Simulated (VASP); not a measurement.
# SiC16 in VASP: single point with PBE+D3(BJ)

Aim: the single point of SiC16 with PBE+D3(BJ).

Program: VASP 6.6.1. These are calculated values, not measurements. Logs are shortened: lines on timing, memory, paths and dates and some standing lists are left out, and cuts for length are marked.

**1. The cell of the first run**

The cell holds a slab with vacuum, 17 atoms: a = 4.930 Å, b = 4.422 Å, c = 22.694 Å, α = 90.00°, β = 90.00°, γ = 90.00°.

**2. Single point, PBE+D3(BJ), collinear spin**

The input, INCAR:

```
PREC = Accurate
ENCUT = 520
EDIFF = 1E-7
ISMEAR = 0
SIGMA = 0.05
LREAL = Auto
LASPH = T
NELM = 150
ALGO = Normal
ISIF = 2
LWAVE = F
LCHARG = F
ISPIN = 2
MAGMOM = 0 0 0 0 0 0 0 0 0 0 0 0 0 0 0 0 2
LORBIT = 11
LDIPOL = T
IDIPOL = 3
DIPOL = 0.5 0.5 0.310
GGA = PE
IVDW = 12
NBANDS = 52
```

The input, KPOINTS:

```
regular mesh
0
Gamma
  6 6 1
```

The input, POSCAR:

```
SiC16
1.0
    4.9298676323      0.0000000000      0.0000000000
    0.0000000000      4.4224271195      0.0000000000
    0.0000000000      0.0000000000     22.6937497910
C Si
16 1
Direct
    0.2500000000      0.4155274488      0.1762599851
    0.7500000000      0.4155274488      0.1762599851
    0.0000000000      0.5195584910      0.2001803947
    0.5000000000      0.5195584910      0.2001803947
    0.0000000000      0.7272227621      0.2480852155
    0.5000000000      0.7272227621      0.2480852155
    0.2500000000      0.8312538043      0.2720056251
    0.7500000000      0.8312538043      0.2720056251
    0.2500000000      0.0442051686      0.3198734326
    0.7500000000      0.0442051686      0.3198734326
    0.0000000000      0.1500808487      0.3425973485
    0.5000000000      0.1500808487      0.3425973485
    0.0000000000      0.3779776253      0.3900566375
    0.5000000000      0.3779776253      0.3900566375
    0.2500000000      0.4764186278      0.4095290499
    0.7500000000      0.4764186278      0.4095290499
    0.5000000000      0.9764186278      0.5593500373
```

Potentials or basis: VASP PAW PBE potentials, release 64 (C, Si).

Launch:

```console
$ cat potpaw_PBE.64/C/POTCAR potpaw_PBE.64/Si/POTCAR > POTCAR
$ mpirun -np 1 vasp_std > vasp.out
```

OUTCAR:

```text
PREC = Accurate
   ENCUT = 520
   EDIFF = 1E-7
   ISMEAR = 0
   LREAL = Auto
   LASPH = T
   NELM = 150
   ISIF = 2
   ISPIN = 2
   LORBIT = 11
   GGA = PE
   IVDW = 12
 IVDW          = 12

 ion  position               nearest neighbor table
   1  0.250  0.416  0.176-   3 1.42   4 1.42
   2  0.750  0.416  0.176-   3 1.42   4 1.42
   3  0.000  0.520  0.200-   5 1.42   2 1.42   1 1.42
   4  0.500  0.520  0.200-   6 1.42   2 1.42   1 1.42
   5  0.000  0.727  0.248-   3 1.42   7 1.42   8 1.42
   6  0.500  0.727  0.248-   4 1.42   7 1.42   8 1.42
   7  0.250  0.831  0.272-   5 1.42   6 1.42   9 1.44
   8  0.750  0.831  0.272-   5 1.42   6 1.42  10 1.44
   9  0.250  0.044  0.320-  11 1.42  12 1.42   7 1.44
  10  0.750  0.044  0.320-  11 1.42  12 1.42   8 1.44
  11  0.000  0.150  0.343-   9 1.42  10 1.42  13 1.48
  12  0.500  0.150  0.343-   9 1.42  10 1.42  14 1.48
  13  0.000  0.378  0.390-  15 1.38  16 1.38  11 1.48
  14  0.500  0.378  0.390-  15 1.38  16 1.38  12 1.48
  15  0.250  0.476  0.410-  13 1.38  14 1.38
  16  0.750  0.476  0.410-  13 1.38  14 1.38
  17  0.500  0.976  0.559-

  LATTYP: Found a simple orthorhombic cell.
 ALAT       =     4.4224271195
 B/A-ratio  =     1.1147425382
 C/A-ratio  =     5.1315147040

  Lattice vectors:

 A1 = (   0.0000000000,  -4.4224271195,   0.0000000000)
 A2 = (   4.9298676323,   0.0000000000,   0.0000000000)
 A3 = (   0.0000000000,   0.0000000000,  22.6937497910)

Analysis of symmetry for initial positions (statically):
=====================================================================
 Subroutine PRICEL returns:
 Original cell was already a primitive cell.

 Routine SETGRP: Setting up the symmetry group for a
 simple orthorhombic supercell.

 Subroutine GETGRP returns: Found  2 space group operations
 (whereof  2 operations were pure point group operations)
 out of a pool of  8 trial point group operations.

The static configuration has the point symmetry C_1h.

Analysis of symmetry for dynamics (positions and initial velocities):
=====================================================================
 Subroutine PRICEL returns:
 Original cell was already a primitive cell.

 Routine SETGRP: Setting up the symmetry group for a
 simple orthorhombic supercell.

 Subroutine GETGRP returns: Found  2 space group operations
 (whereof  2 operations were pure point group operations)
 out of a pool of  8 trial point group operations.

The dynamic configuration has the point symmetry C_1h.

Analysis of structural, dynamic, and magnetic symmetry:
=====================================================================
 Subroutine PRICEL returns:
 Original cell was already a primitive cell.

 Routine SETGRP: Setting up the symmetry group for a
 simple orthorhombic supercell.

 Subroutine GETGRP returns: Found  2 space group operations
 (whereof  2 operations were pure point group operations)
 out of a pool of  8 trial point group operations.

The overall configuration has the point symmetry C_1h.

 Subroutine INISYM returns: Found  2 space group operations
 (whereof  2 operations are pure point group operations),
 and found     1 'primitive' translations

----------------------------------------------------------------------------------------

                                     Primitive cell

  volume of cell :     494.7687

  direct lattice vectors                    reciprocal lattice vectors
     4.929867632  0.000000000  0.000000000     0.202845203  0.000000000  0.000000000
     0.000000000  4.422427120  0.000000000     0.000000000  0.226120176  0.000000000
     0.000000000  0.000000000 22.693749791     0.000000000  0.000000000  0.044064996

  length of vectors
     4.929867632  4.422427120 22.693749791     0.202845203  0.226120176  0.044064996

  position of ions in fractional coordinates (direct lattice)
     0.250000000  0.415527449  0.176259985
     0.750000000  0.415527449  0.176259985
     0.000000000  0.519558491  0.200180395
     0.500000000  0.519558491  0.200180395
[... 85 lines left out ...]
   NGXF,Y,Z  is equivalent  to a cutoff of  26.98, 27.07, 26.37 a.u.
 SYSTEM =  unknown system
   PREC   = accura    normal or accurate (medium, high low for compatibility)
   ISTART =      0    job   : 0-new  1-cont  2-samecut
   ICHARG =      2    charge: 1-file 2-atom 10-const
   ISPIN  =      2    spin polarized calculation?
   LNONCOLLINEAR =      F non collinear calculations
   LSORBIT =      F    spin-orbit coupling
   LASPH  =      T    aspherical Exc in radial PAW
   ENCUT  =  520.0 eV  38.22 Ry    6.18 a.u.   9.17  8.22 42.20*2*pi/ulx,y,z
   NELM   =    150;   NELMIN=  2; NELMDL= -5     # of ELM steps
   EDIFF  = 0.1E-06   stopping-criterion for ELM
   LREAL  =      T    real-space projection
   EDIFFG = 0.1E-05   stopping-criterion for IOM
   NSW    =      0    number of steps for IOM
   IBRION =     -1    ionic relax: 0-MD 1-quasi-New 2-CG
   NFREE  =      0    steps in history (QN), initial steepest desc. (CG)
   ISIF   =      2    stress and relaxation
   ISYM   =      2    0-nonsym 1-usesym 2-fastsym
   POTIM  = 0.5000    time-step for ionic-motion
   TEBEG  =    0.0;   TEEND  =   0.0 temperature during run
   PSTRESS=    0.0 pullay stress
   NELECT =      68.0000    total number of electrons
   NUPDOWN=      -1.0000    fix difference up-down
   EMIN   =  10.00;   EMAX   =-10.00  energy-range for DOS
   EFERMI =   0.00;   METHOD = LEGACY
   ISMEAR =     0;   SIGMA  =   0.05  broadening in eV -4-tet -1-fermi 0-gaus
   EFERMI_NEDOS =   21; number of points for ismear=-14 and -15
   IALGO  =     38    algorithm
   IMIX   =      4    mixing-type and parameters
     AMIX     =   0.40;   BMIX     =  1.00
     AMIX_MAG =   1.60;   BMIX_MAG =  1.00
  volume/ion in A,a.u.               =      29.10       196.40
  Fermi-wavevector in a.u.,A,eV,Ry     =   0.844845  1.596526  9.711337  0.713763
  Thomas-Fermi vector in A             =   1.959938
   LORBIT       =     11    0 simple, 1 ext, 2 COOP (PROOUT), +10 PAW based schemes
   GGA     = PE    functional components
   LHFCALC =     F    Hartree Fock is set to
   AEXX    =    0.0000 exact exchange contribution
   IVDW    =    12    specifies the selected vdW correction
   LEPSILON=     F    determine dielectric tensor
   LRPA    =     F    only Hartree local field effects (RPA)
 spin polarized calculation
 Gauss-broadening in eV      SIGMA  =   0.05
  energy-cutoff  :      520.00
  volume of cell :      494.77
 maximum number of plane-waves:     13376
 NGX is ok and might be reduce to    40
   NGX = 19   NGY = 17   NGZ = 85

 dipolmoment           0.000000      0.000000      0.150363 electrons x Angstroem

 number of electron      68.0000008 magnetization       0.0000386

 dipolmoment           0.000000      0.000000     -0.079762 electrons x Angstroem

 Free energy of the ion-electron system (eV)
  ---------------------------------------------------
  ext. energy  EPLUGINS =         0.00000000
  ---------------------------------------------------
  free energy    TOTEN  =      -136.79357239 eV

  energy without entropy =     -136.79334693  energy(sigma->0) =     -136.79345966

 E-fermi :  -1.7238     XC(G=0):  -4.4280

 val. band max:       -1.8052781226   @ k =   0.5000   0.1667   0.0000
 cond. band min:      -1.6604078008   @ k =   0.5000   0.0000   0.0000
 fundamental gap:      0.1448703218
 Fermi energy:        -1.7238091937

 spin component 1

 k-point     1 :       0.0000    0.0000    0.0000
  band No.  band energies     occupation
      1     -20.7687      1.00000
      2     -19.7452      1.00000
      3     -18.1372      1.00000
      4     -16.5281      1.00000
      5     -16.4711      1.00000
      6     -16.2554      1.00000
[... 773 lines left out ...]
     45       4.6097      0.00000
     46       4.7654      0.00000
 Fermi energy:        -1.7238091937

 spin component 2

 k-point     1 :       0.0000    0.0000    0.0000
  band No.  band energies     occupation
      1     -20.7527      1.00000
      2     -19.7239      1.00000
      3     -18.1276      1.00000
      4     -16.5289      1.00000
      5     -16.4390      1.00000
      6     -16.3090      1.00000
[... 773 lines left out ...]
     45       4.5362      0.00000
     46       4.8089      0.00000
 [bands above 46 left out]

------------------------ aborting loop because EDIFF is reached ----------------------------------------

 vacuum level on the upper side and lower side of the slab       (xc-potential included)        -0.552         0.190

 Edisp (eV)   -2.03540

 E8    (eV) :    -0.6086

  FORCE on cell =-STRESS in cart. coord.  units (eV):
  Direction    XX          YY          ZZ          XY          YZ          ZX
  --------------------------------------------------------------------------------------
  -------------------------------------------------------------------------------------
  Total       0.15950    -3.56350    -2.70178     0.00000    -1.83897     0.00000
  in kB       0.51651   -11.53946    -8.74901     0.00000    -5.95502     0.00000
  external pressure =       -6.59 kB  Pullay stress =        0.00 kB

 VOLUME and BASIS-vectors are now :
 -----------------------------------------------------------------------------
  energy-cutoff  :      520.00
  volume of cell :      494.77
      direct lattice vectors                 reciprocal lattice vectors
     4.929867632  0.000000000  0.000000000     0.202845203  0.000000000  0.000000000
     0.000000000  4.422427120  0.000000000     0.000000000  0.226120176  0.000000000
     0.000000000  0.000000000 22.693749791     0.000000000  0.000000000  0.044064996

 POSITION                                       TOTAL-FORCE (eV/Angst)
 -----------------------------------------------------------------------------------
      1.23247      1.83764      4.00000         0.000105      1.656405      1.987950
      3.69740      1.83764      4.00000        -0.000105      1.656405      1.987950
      0.00000      2.29771      4.54284         0.000000     -2.150504     -2.580742
      2.46493      2.29771      4.54284         0.000000     -2.150098     -2.580706
      0.00000      3.21609      5.62998         0.000000      0.676852      0.867739
      2.46493      3.21609      5.62998         0.000000      0.679417      0.870692
[... 9 lines left out ...]
      3.69740      2.10693      9.29375        -0.124728      0.150736      0.371788
      2.46493      4.31814     12.69375         0.000000     -0.089442     -0.342892
 -----------------------------------------------------------------------------------
    total drift:                                0.000000     -0.018961     -0.032129

  FREE ENERGIE OF THE ION-ELECTRON SYSTEM (eV)
  ---------------------------------------------------
  free  energy   TOTEN  =      -138.8289698540 eV

  energy  without entropy=     -138.8287443912  energy(sigma->0) =     -138.82885712

 vacuum level on the upper side and lower side of the slab         2.581         3.306

 total charge

# of ion       s       p       d       tot
------------------------------------------
    1        0.864   1.575   0.000   2.439
    2        0.864   1.575   0.000   2.439
    3        0.861   1.767   0.000   2.628
    4        0.861   1.767   0.000   2.628
    5        0.864   1.780   0.000   2.643
    6        0.864   1.780   0.000   2.643
[... 9 lines left out ...]
   16        0.877   1.638   0.000   2.514
   17        0.954   0.516   0.000   1.471
--------------------------------------------------
tot         14.790  28.259   0.000  43.049

 magnetization (x)

# of ion       s       p       d       tot
------------------------------------------
    1       -0.103  -0.546   0.000  -0.649
    2       -0.103  -0.546   0.000  -0.649
    3       -0.002   0.025   0.000   0.023
    4       -0.002   0.025   0.000   0.023
    5       -0.013  -0.088   0.000  -0.100
    6       -0.013  -0.087   0.000  -0.100
[... 9 lines left out ...]
   16        0.083   0.515   0.000   0.598
   17        0.002   0.034   0.000   0.036
--------------------------------------------------
tot         -0.037  -0.010   0.000  -0.047
```

It took 1.7 h on 1 thread of Oxide Virtual Turin-like, shared host; peak memory 1 GiB.

Results:

* Free energy: -138.8290 eV
* Largest force: 3.359 eV/Å
* Band gap on the k mesh: zero (filled and empty bands overlap)
* Net moment: 0.00 μB per cell
* Site moments: C -0.65, +0.02, -0.10, +0.04, -0.03, +0.12, +0.11, -0.04, +0.60 (each value once); Si +0.04 μB
* Valence electrons inside the program's atomic spheres: C 2.44, 2.63, 2.64, 2.65, 2.62, 2.66, 2.51 (each value once); Si 1.47
* Dispersion energy per atom: -0.120 eV

Forces on the atoms (eV/Å):
```
C    0.000  1.656  1.988
C    0.000  1.656  1.988
C    0.000 -2.151 -2.581
C    0.000 -2.150 -2.581
C    0.000  0.677  0.868
C    0.000  0.679  0.871
C   -0.005 -0.126 -0.213
C    0.005 -0.126 -0.213
C    0.017 -0.077 -0.139
C   -0.017 -0.077 -0.139
C    0.000  0.270  0.258
C    0.000  0.288  0.227
C    0.000 -0.299 -0.281
C    0.000 -0.435 -0.454
C    0.125  0.151  0.372
C   -0.125  0.151  0.372
Si   0.000 -0.089 -0.343
```

Levels at points of the mesh, in eV from the Fermi level:
Spin up:
```tsv
k point	band 32	band 33	band 34	band 35	band 36	band 37
(0.00, 0.00, 0.00)	-1.07	-0.26	0.39	0.46	0.60	0.62
(0.50, 0.00, 0.00)	-1.63	-1.60	-0.63	0.63	0.69	0.69
(0.00, 0.50, 0.00)	-1.08	-0.54	-0.31	0.59	0.61	0.72
(0.50, 0.50, 0.00)	-1.05	-1.05	-0.40	-0.30	0.76	0.76
```
Spin down:
```
           k point  band 30  band 31  band 32  band 33  band 34  band 35  band 36  band 37  band 38  band 39
(0.00, 0.00, 0.00)    -2.04    -1.72    -1.70    -0.30    -0.22     0.57     1.09     1.16     1.37     1.63
(0.50, 0.00, 0.00)    -2.17    -2.17    -2.03    -2.03    -0.13     0.06     0.99     1.09     1.73     2.46
(0.00, 0.50, 0.00)    -2.39    -1.95    -1.67    -0.42    -0.33     0.33     0.65     1.04     1.20     1.56
(0.50, 0.50, 0.00)    -2.13    -2.13    -1.13    -1.12    -0.24     0.51     0.57     0.99     1.06     2.14
```

The gap in the log of VASP goes by the Fermi energy; the results here count the filled bands.